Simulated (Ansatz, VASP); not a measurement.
## W in VASP and in Ansatz

```xyz
1
Lattice="0.0000 1.9956 1.9956 1.9956 0.0000 1.9956 1.9956 1.9956 0.0000" Properties=species:S:1:pos:R:3 pbc="T T T"
W     0.0000    0.0000    0.0000
```

Alike in both runs: task single point; functional r2SCAN; k mesh 10 × 10 × 10; no spin polarisation.

```csv
,VASP,Ansatz
version,VASP 6.6.1,Ansatz 0.2.0
potentials or method,"VASP PAW PBE potentials, release 64 (W_sv), cutoff 520 eV","plane waves, PAW"
occupations,"methfessel-paxton of order 1, width 0.1 eV",cold
valence electrons in the cell,14,14
```

|  | VASP | Ansatz | Ansatz less VASP |
| --- | --- | --- | --- |
| pressure (GPa) | 7.6 | 6.3 | -1.32 |

VASP's potentials were made for PBE, not for r2SCAN.

Neither program's run includes spin-orbit coupling.
